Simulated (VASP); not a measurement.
# Ir3Cl in VASP: notebook

The runs below take Ir3Cl through single point, with PBE.

Program: VASP 6.6.1. These are calculated values, not measurements. Logs are shortened: lines on timing, memory, paths and dates and some standing lists are left out, and cuts for length are marked.

### Step 1. The cell of the first run

The cell holds a slab with vacuum, 4 atoms: a = 2.737 Å, b = 2.737 Å, c = 19.843 Å, α = 90.00°, β = 90.00°, γ = 120.00°.

### Step 2. Single point, PBE

Input file INCAR:

```
PREC = Accurate ; ENCUT = 520
EDIFF = 1E-7 ; ISMEAR = 0
SIGMA = 0.1 ; LREAL = False
LASPH = True ; NELM = 60
ALGO = Normal ; ISIF = 2
LWAVE = False ; LCHARG = False
LDIPOL = True ; IDIPOL = 3
DIPOL = 0.5 0.5 0.366 ; GGA = PE
NBANDS = 25
```

Input file KPOINTS:

```
regular mesh
0
Gamma
  12 12 1
```

Input file POSCAR:

```
Ir3Cl
1.0
    2.7367600872      0.0000000000      0.0000000000
   -1.3683800436      2.3701037596      0.0000000000
    0.0000000000      0.0000000000     19.8425800730
Ir Cl
3 1
Direct
    0.6666666667      0.3333333334      0.2015866881
    0.3333333333      0.6666666667      0.3110139949
    0.0000000000      0.0000000000      0.4204382718
    0.0000000000      0.5000000000      0.5299319259
```

Potentials or basis: VASP PAW PBE potentials, release 64 (Ir, Cl).

Launch:

```
$ cat potpaw_PBE.64/Ir/POTCAR potpaw_PBE.64/Cl/POTCAR > POTCAR
$ mpirun -np 1 vasp_std > vasp.out
```

OUTCAR:

```text
PREC = Accurate
   ENCUT = 520
   EDIFF = 1E-7
   ISMEAR = 0
   LREAL = False
   LASPH = True
   NELM = 60
   ISIF = 2
   GGA = PE

 ion  position               nearest neighbor table
   1  0.667  0.333  0.202-   2 2.69   2 2.69   2 2.69
   2  0.333  0.667  0.311-   3 2.69   3 2.69   3 2.69   1 2.69   1 2.69   1 2.69
   3  0.000  0.000  0.420-   4 2.57   4 2.57   2 2.69   2 2.69   2 2.69
   4  0.000  0.500  0.530-   3 2.57   3 2.57

  LATTYP: Found a hexagonal cell.
 ALAT       =     2.7367600872
 C/A-ratio  =     7.2503907689

  Lattice vectors:

 A1 = (   2.7367600872,   0.0000000000,   0.0000000000)
 A2 = (  -1.3683800436,   2.3701037596,   0.0000000000)
 A3 = (   0.0000000000,   0.0000000000,  19.8425800730)

Analysis of symmetry for initial positions (statically):
=====================================================================
 Subroutine PRICEL returns:
 Original cell was already a primitive cell.

 Routine SETGRP: Setting up the symmetry group for a
 hexagonal supercell.

 Subroutine GETGRP returns: Found  2 space group operations
 (whereof  2 operations were pure point group operations)
 out of a pool of 24 trial point group operations.

The static configuration has the point symmetry C_1h.

Analysis of symmetry for dynamics (positions and initial velocities):
=====================================================================
 Subroutine PRICEL returns:
 Original cell was already a primitive cell.

 Routine SETGRP: Setting up the symmetry group for a
 hexagonal supercell.

 Subroutine GETGRP returns: Found  2 space group operations
 (whereof  2 operations were pure point group operations)
 out of a pool of 24 trial point group operations.

The dynamic configuration has the point symmetry C_1h.

 Subroutine INISYM returns: Found  2 space group operations
 (whereof  2 operations are pure point group operations),
 and found     1 'primitive' translations

----------------------------------------------------------------------------------------

                                     Primitive cell

  volume of cell :     128.7070

  direct lattice vectors                    reciprocal lattice vectors
     2.736760087  0.000000000  0.000000000     0.365395566  0.210961228  0.000000000
    -1.368380044  2.370103760  0.000000000     0.000000000  0.421922456  0.000000000
     0.000000000  0.000000000 19.842580073     0.000000000  0.000000000  0.050396672

  length of vectors
[... 93 lines left out ...]
   ISYM   =      2    0-nonsym 1-usesym 2-fastsym
   POTIM  = 0.5000    time-step for ionic-motion
   TEBEG  =    0.0;   TEEND  =   0.0 temperature during run
   PSTRESS=    0.0 pullay stress
   NELECT =      34.0000    total number of electrons
   NUPDOWN=      -1.0000    fix difference up-down
   EMIN   =  10.00;   EMAX   =-10.00  energy-range for DOS
   EFERMI =   0.00;   METHOD = LEGACY
   ISMEAR =     0;   SIGMA  =   0.10  broadening in eV -4-tet -1-fermi 0-gaus
   EFERMI_NEDOS =   21; number of points for ismear=-14 and -15
   IALGO  =     38    algorithm
   IMIX   =      4    mixing-type and parameters
     AMIX     =   0.40;   BMIX     =  1.00
     AMIX_MAG =   1.60;   BMIX_MAG =  1.00
  volume/ion in A,a.u.               =      32.18       217.14
  Fermi-wavevector in a.u.,A,eV,Ry     =   1.050430  1.985025 15.012708  1.103403
  Thomas-Fermi vector in A             =   2.185433
   LORBIT       =      0    0 simple, 1 ext, 2 COOP (PROOUT), +10 PAW based schemes
   GGA     = PE    functional components
   LHFCALC =     F    Hartree Fock is set to
   AEXX    =    0.0000 exact exchange contribution
   IVDW    =     0    specifies the selected vdW correction
   LEPSILON=     F    determine dielectric tensor
   LRPA    =     F    only Hartree local field effects (RPA)
 non-spin polarized calculation
 Gauss-broadening in eV      SIGMA  =   0.10
  energy-cutoff  :      520.00
  volume of cell :      128.71
 maximum number of plane-waves:      3499
   NGX = 11   NGY = 11   NGZ = 73

 dipolmoment           0.000000      0.000000      0.002527 electrons x Angstroem

 number of electron      34.0000000 magnetization

 dipolmoment           0.000000      0.000000     -0.008012 electrons x Angstroem

 Free energy of the ion-electron system (eV)
  ---------------------------------------------------
  ext. energy  EPLUGINS =         0.00000000
  ---------------------------------------------------
  free energy    TOTEN  =       -26.20088739 eV

  energy without entropy =      -26.17678334  energy(sigma->0) =      -26.18883537

 E-fermi :   1.3216     XC(G=0):  -6.7274

 val. band max:        1.3199653474   @ k =   0.0000   0.1667   0.0000
 cond. band min:       1.3255515237   @ k =   0.3333   0.1667   0.0000
 fundamental gap:      0.0055861763
 Fermi energy:         1.3216222667

 k-point     1 :       0.0000    0.0000    0.0000
  band No.  band energies     occupation
      1     -16.4290      2.00000
      2      -8.9262      2.00000
      3      -7.1744      2.00000
      4      -6.4425      2.00000
      5      -4.4334      2.00000
      6      -2.5746      2.00000
[... 661 lines left out ...]
     24       9.3203      0.00000
     25      10.0383      0.00000

 [... further k-points ...]

------------------------ aborting loop because EDIFF is reached ----------------------------------------

 vacuum level on the upper side and lower side of the slab       (xc-potential included)        -0.180        -0.016

  FORCE on cell =-STRESS in cart. coord.  units (eV):
  Direction    XX          YY          ZZ          XY          YZ          ZX
  --------------------------------------------------------------------------------------
  -------------------------------------------------------------------------------------
  Total        4.1369041      3.0188081      0.2520051      0.9682995      0.0195925      0.0339343
  in kB       51.4972223     37.5788820      3.1370226     12.0536363      0.2438928      0.4224228
  external PRESSURE =      30.7377090 kB  Pullay stress =       0.0000000 kB

 VOLUME and BASIS-vectors are now :
 -----------------------------------------------------------------------------
  energy-cutoff  :      520.00
  volume of cell :      128.71
      direct lattice vectors                 reciprocal lattice vectors
     2.736760087  0.000000000  0.000000000     0.365395566  0.210961228  0.000000000
    -1.368380044  2.370103760  0.000000000     0.000000000  0.421922456  0.000000000
     0.000000000  0.000000000 19.842580073     0.000000000  0.000000000  0.050396672

 POSITION                                       TOTAL-FORCE (eV/Angst)
 -----------------------------------------------------------------------------------
      1.36838      0.79003      4.00000         0.066864      0.038604     -0.171199
     -0.00000      1.58007      6.17132        -0.186245     -0.107529      0.214091
      0.00000      0.00000      8.34258         0.156173      0.090167     -0.047340
     -0.68419      1.18505     10.51522        -0.036792     -0.021242      0.004448
 -----------------------------------------------------------------------------------
    total drift:                               -0.000044     -0.000025     -0.000170

  FREE ENERGIE OF THE ION-ELECTRON SYSTEM (eV)
  ---------------------------------------------------
  free  energy   TOTEN  =       -26.2008873906 eV

  energy  without entropy=      -26.1767833423  energy(sigma->0) =      -26.18883537

 vacuum level on the upper side and lower side of the slab         6.415         6.603
```

stdout:

```text
POSCAR found type information on POSCAR IrCl
 POSCAR found :  2 types and       4 ions
 scaLAPACK will be used
 LDA part: xc-table for (Slater+PW92), standard interpolation
 POSCAR, INCAR and KPOINTS ok, starting setup
 FFT: planning ... GRIDC
 FFT: planning ... GRID_SOFT
 FFT: planning ... GRID
 WAVECAR not read
 entering main loop
```

Run time: 3.8 min. Hardware: 1 thread of Intel Xeon Platinum 8375C at 2.90GHz (Ice Lake), shared host; peak memory 0.31 GiB.

Results:

| Property | Result |
| --- | --- |
| Free energy | -26.2009 eV |
| Largest force | 0.303 eV/Å |
| Band gap on the k mesh | zero (bands 17 and 18 overlap by 1.73 eV) |

Forces on the atoms (eV/Å):
```
Ir   0.067  0.039 -0.171
Ir  -0.186 -0.108  0.214
Ir   0.156  0.090 -0.047
Cl  -0.037 -0.021  0.004
```

Levels at points of the mesh, in eV from the Fermi level:
```csv
k point,band 13,band 14,band 15,band 16,band 17,band 18,band 19,band 20,band 21,band 22
"(0.00, 0.00, 0.00)",-2.96,-1.54,-1.27,-0.93,-0.62,-0.34,0.29,0.47,0.86,1.24
"(0.50, 0.00, 0.00)",-1.18,-0.69,0.53,0.70,0.79,1.01,1.22,1.49,3.23,3.34
"(0.00, 0.50, 0.00)",-1.04,-0.42,0.33,0.38,0.75,1.21,1.48,1.81,3.14,3.74
```

Caveat: spin-orbit coupling is left out, which moves the levels of the heavy elements.

### Step 3. Single point, PBE

Input file INCAR:

```
SYSTEM = Ir3Cl
  PREC = Accurate
  ENCUT = 520
  EDIFF = 1E-6
  ISMEAR = 0
  SIGMA = 0.1
  LREAL = .FALSE.
  LASPH = .TRUE.
  NELM = 60
  ALGO = Normal
  ISIF = 2
  LWAVE = .FALSE.
  LCHARG = .FALSE.
  LDIPOL = .TRUE.
  IDIPOL = 3
  DIPOL = 0.5 0.5 0.367
  GGA = PE
  NBANDS = 25
```

Input file KPOINTS:

```
Automatic mesh
0
G
  12 12 1
  0 0 0
```

Input file POSCAR:

```
Ir3Cl
1.0
    2.7367600872      0.0000000000      0.0000000000
   -1.3683800436      2.3701037596      0.0000000000
    0.0000000000      0.0000000000     19.8425800730
Ir Cl
3 1
Direct
    0.6666666666      0.3333333333      0.2015866881
    0.3333333334      0.6666666667      0.3110139949
    0.0000000000      0.0000000000      0.4204382718
    0.1666666667      0.3333333333      0.5353035179
```

Potentials or basis: VASP PAW PBE potentials, release 64 (Ir, Cl).

Launch:

```
$ cat potpaw_PBE.64/Ir/POTCAR potpaw_PBE.64/Cl/POTCAR > POTCAR
$ mpirun -np 1 vasp_std > vasp.out
```

OUTCAR:

```text
SYSTEM = Ir3Cl
   PREC = Accurate
   ENCUT = 520
   EDIFF = 1E-6
   ISMEAR = 0
   LREAL = .FALSE.
   LASPH = .TRUE.
   NELM = 60
   ISIF = 2
   GGA = PE

 ion  position               nearest neighbor table
   1  0.667  0.333  0.202-   2 2.69   2 2.69   2 2.69
   2  0.333  0.667  0.311-   3 2.69   3 2.69   3 2.69   1 2.69   1 2.69   1 2.69
   3  0.000  0.000  0.420-   4 2.41   2 2.69   2 2.69   2 2.69
   4  0.167  0.333  0.535-   3 2.41

  LATTYP: Found a hexagonal cell.
 ALAT       =     2.7367600872
 C/A-ratio  =     7.2503907689

  Lattice vectors:

 A1 = (   2.7367600872,   0.0000000000,   0.0000000000)
 A2 = (  -1.3683800436,   2.3701037596,   0.0000000000)
 A3 = (   0.0000000000,   0.0000000000,  19.8425800730)

Analysis of symmetry for initial positions (statically):
=====================================================================
 Subroutine PRICEL returns:
 Original cell was already a primitive cell.

 Routine SETGRP: Setting up the symmetry group for a
 hexagonal supercell.

 Subroutine GETGRP returns: Found  2 space group operations
 (whereof  2 operations were pure point group operations)
 out of a pool of 24 trial point group operations.

[... 176 lines left out ...]

 k-point     1 :       0.0000    0.0000    0.0000
  band No.  band energies     occupation
      1     -16.2474      2.00000
      2      -8.9379      2.00000
      3      -7.0271      2.00000
      4      -6.4743      2.00000
      5      -4.7084      2.00000
      6      -2.6065      2.00000
[... 661 lines left out ...]
     24       9.2806      0.00000
     25       9.8981      0.00000

 [... further k-points ...]

------------------------ aborting loop because EDIFF is reached ----------------------------------------

 vacuum level on the upper side and lower side of the slab       (xc-potential included)        -0.327        -0.266

  FORCE on cell =-STRESS in cart. coord.  units (eV):
  Direction    XX          YY          ZZ          XY          YZ          ZX
  --------------------------------------------------------------------------------------
  -------------------------------------------------------------------------------------
  Total        2.1287294      2.6786593      0.3229479      0.0000000     -1.5231686      0.0000000
  in kB       26.4989591     33.3446245      4.0201372      0.0000000    -18.9607862      0.0000000
  external PRESSURE =      21.2879069 kB  Pullay stress =       0.0000000 kB

 VOLUME and BASIS-vectors are now :
 -----------------------------------------------------------------------------
  energy-cutoff  :      520.00
  volume of cell :      128.71
      direct lattice vectors                 reciprocal lattice vectors
     2.736760087  0.000000000  0.000000000     0.365395566  0.210961228  0.000000000
    -1.368380044  2.370103760  0.000000000     0.000000000  0.421922456  0.000000000
     0.000000000  0.000000000 19.842580073     0.000000000  0.000000000  0.050396672

 POSITION                                       TOTAL-FORCE (eV/Angst)
 -----------------------------------------------------------------------------------
      1.36838      0.79003      4.00000        -0.000000     -0.096301     -0.192726
      0.00000      1.58007      6.17132        -0.000000     -0.036206      0.226118
      0.00000      0.00000      8.34258        -0.000000      1.018504     -0.039677
      0.00000      0.79003     10.62180         0.000000     -0.885997      0.006285
 -----------------------------------------------------------------------------------
    total drift:                               -0.000000      0.000153      0.000042

  FREE ENERGIE OF THE ION-ELECTRON SYSTEM (eV)
  ---------------------------------------------------
  free  energy   TOTEN  =       -26.4641581471 eV

  energy  without entropy=      -26.4449190063  energy(sigma->0) =      -26.45453858

 vacuum level on the upper side and lower side of the slab         6.317         6.377
```

Wall time 3.2 min (1 thread of Intel Xeon Platinum 8375C at 2.90GHz (Ice Lake), shared host); peak memory 0.31 GiB.

Results:

* Free energy: -26.4642 eV
* Largest force: 1.019 eV/Å
* Band gap on the k mesh: zero (bands 17 and 18 overlap by 1.43 eV)

Forces on the atoms (eV/Å):
```
Ir   0.000 -0.096 -0.193
Ir   0.000 -0.036  0.226
Ir   0.000  1.019 -0.040
Cl   0.000 -0.886  0.006
```

Caveat: spin-orbit coupling is left out, which moves the levels of the heavy elements.

### Step 4. Single point, PBE

Input file INCAR:

```
SYSTEM = Ir3Cl
  PREC = Accurate
  ENCUT = 520
  EDIFF = 1E-7
  ISMEAR = 0
  SIGMA = 0.1
  LREAL = .False.
  LASPH = .True.
  NELM = 80
  ALGO = Normal
  ISIF = 2
  LWAVE = .False.
  LCHARG = .False.
  LDIPOL = .True.
  IDIPOL = 3
  DIPOL = 0.5 0.5 0.367
  GGA = PE
  NBANDS = 25
```

Input file KPOINTS:

```
regular mesh
0
Gamma
  12 12 1
  0 0 0
```

Input file POSCAR:

```
Ir3Cl
1.0
    2.7367600872      0.0000000000      0.0000000000
   -1.3683800436      2.3701037596      0.0000000000
    0.0000000000      0.0000000000     19.8425800730
Ir Cl
3 1
Direct
    0.6666666667      0.3333333334      0.2015866881
    0.3333333333      0.6666666667      0.3110139949
    0.0000000000      0.0000000000      0.4204382718
    0.3333333333      0.1666666666      0.5353760290
```

Potentials or basis: VASP PAW PBE potentials, release 64 (Ir, Cl).

Launch:

```
$ cat potpaw_PBE.64/Ir/POTCAR potpaw_PBE.64/Cl/POTCAR > POTCAR
$ mpirun -np 1 vasp_std > vasp.out
```

OUTCAR:

```text
SYSTEM = Ir3Cl
   PREC = Accurate
   ENCUT = 520
   EDIFF = 1E-7
   ISMEAR = 0
   LREAL = .False.
   LASPH = .True.
   NELM = 80
   ISIF = 2
   GGA = PE

 ion  position               nearest neighbor table
   1  0.667  0.333  0.202-   2 2.69   2 2.69   2 2.69
   2  0.333  0.667  0.311-   3 2.69   3 2.69   3 2.69   1 2.69   1 2.69   1 2.69
   3  0.000  0.000  0.420-   4 2.41   2 2.69   2 2.69   2 2.69
   4  0.333  0.167  0.535-   3 2.41

  LATTYP: Found a hexagonal cell.
 ALAT       =     2.7367600872
 C/A-ratio  =     7.2503907689

[... 876 lines left out ...]
  -------------------------------------------------------------------------------------
  Total        2.5133802      2.3464048      0.2487961      0.1446050     -0.9683261     -1.6771894
  in kB       31.2871894     29.2086370      3.0970766      1.8000792    -12.0539673    -20.8780753
  external PRESSURE =      21.1976343 kB  Pullay stress =       0.0000000 kB

 VOLUME and BASIS-vectors are now :
 -----------------------------------------------------------------------------
  energy-cutoff  :      520.00
  volume of cell :      128.71
      direct lattice vectors                 reciprocal lattice vectors
     2.736760087  0.000000000  0.000000000     0.365395566  0.210961228  0.000000000
    -1.368380044  2.370103760  0.000000000     0.000000000  0.421922456  0.000000000
     0.000000000  0.000000000 19.842580073     0.000000000  0.000000000  0.050396672

 POSITION                                       TOTAL-FORCE (eV/Angst)
 -----------------------------------------------------------------------------------
      1.36838      0.79003      4.00000        -0.056971     -0.032892     -0.180998
     -0.00000      1.58007      6.17132         0.082628      0.047705      0.237123
      0.00000      0.00000      8.34258         0.739615      0.427017     -0.062499
      0.68419      0.39502     10.62324        -0.765272     -0.441830      0.006374
 -----------------------------------------------------------------------------------
    total drift:                                0.000040      0.000023     -0.000264

  FREE ENERGIE OF THE ION-ELECTRON SYSTEM (eV)
  ---------------------------------------------------
  free  energy   TOTEN  =       -26.4620714992 eV

  energy  without entropy=      -26.4411942736  energy(sigma->0) =      -26.45163289

 vacuum level on the upper side and lower side of the slab         6.442         6.509
```

OSZICAR:

```text
N       E                     dE             d eps       ncg     rms          rms(c)
DAV:   1     0.339029770550E+03    0.33903E+03   -0.14260E+04  2150   0.119E+03
DAV:   2     0.183670567991E+01   -0.33719E+03   -0.29982E+03  2226   0.344E+02
DAV:   3    -0.274896326565E+02   -0.29326E+02   -0.26939E+02  2782   0.997E+01
[... 25 lines left out ...]
DAV:  29    -0.264620695580E+02   -0.15636E-05   -0.19372E-07  1996   0.230E-03    0.156E-03
DAV:  30    -0.264620705925E+02   -0.10345E-05   -0.45704E-08  1598   0.154E-03    0.101E-03
DAV:  31    -0.264620711779E+02   -0.58536E-06   -0.27064E-08  1644   0.912E-04    0.712E-04
DAV:  32    -0.264620714341E+02   -0.25616E-06   -0.19483E-08  1600   0.587E-04    0.591E-04
DAV:  33    -0.264620714992E+02   -0.65109E-07   -0.45864E-09  1677   0.424E-04
   1 F= -.26462071E+02 E0= -.26451633E+02  d E =-.208772E-01
```

Wall time 3.8 min (1 thread of Intel Xeon Platinum 8375C at 2.90GHz (Ice Lake), shared host); peak memory 0.31 GiB.

What came out:

* Free energy: -26.4621 eV
* Largest force: 0.884 eV/Å
* Band gap on the k mesh: zero (bands 17 and 18 overlap by 1.48 eV)

Forces in eV/Å, atoms in the order of the input:
```
Ir  -0.057 -0.033 -0.181
Ir   0.083  0.048  0.237
Ir   0.740  0.427 -0.062
Cl  -0.765 -0.442  0.006
```

Caveat: spin-orbit coupling is left out, which moves the levels of the heavy elements.

### Step 5. Summary

```tsv
cell	gap on the mesh (eV)	largest force (eV/Å)
a = 2.737, b = 2.737, c = 19.843 Å, angles 90.0, 90.0, 120.0°, 4 atoms, atomic positions A	none	0.30
a = 2.737, b = 2.737, c = 19.843 Å, angles 90.0, 90.0, 120.0°, 4 atoms, atomic positions B	none	1.02
a = 2.737, b = 2.737, c = 19.843 Å, angles 90.0, 90.0, 120.0°, 4 atoms, atomic positions C	none	0.88
```

Alike in all rows: task single point; level PBE; potentials or basis VASP PAW PBE potentials, release 64 (Ir, Cl); no spin polarisation; k mesh 12 × 12 × 1; cutoff (eV) 520; smearing gaussian 0.1 eV.

Caveats: spin-orbit coupling is left out, which moves the levels of the heavy elements.

Absolute energies hang on the potentials; compare differences alone.

The gap in the log of VASP goes by the Fermi energy; the results here count the filled bands.